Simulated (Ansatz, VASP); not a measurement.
## InAs in VASP and in Ansatz

```xyz
2
Lattice="0.0000 3.0240 3.0240 3.0240 0.0000 3.0240 3.0240 3.0240 0.0000" Properties=species:S:1:pos:R:3 pbc="T T T"
In    0.0000    0.0000    0.0000
As    4.5360    4.5360    4.5360
```

Alike in both runs: task single point; functional PBE0; k mesh 6 × 6 × 6; occupations gaussian, width 0.05 eV; no spin polarisation.

|  | VASP | Ansatz |
| --- | --- | --- |
| version | VASP 6.6.1 | Ansatz 0.2.0 |
| potentials or method | VASP PAW PBE potentials, release 64 (In_d, As), cutoff 520 eV | scalar-relativistic, plane waves, PAW |
| valence electrons in the cell | 18 | 28 |

VASP gave:

* gap on the k mesh at the Fermi level (eV): 1.13
* least direct gap on the mesh (eV): 1.13
* pressure (GPa): 1.4

Problem. What did Ansatz give for the same quantities?

Solution. gap on the k mesh at the Fermi level (eV): 1.09; least direct gap on the mesh (eV): 1.09; pressure (GPa): 1.7.

VASP's potentials hold 18 valence electrons a cell and Ansatz's 28, so a difference there can come from the potentials and not from the codes. Ansatz's warnings: stress exchange threshold loose, stress scf threshold loose.
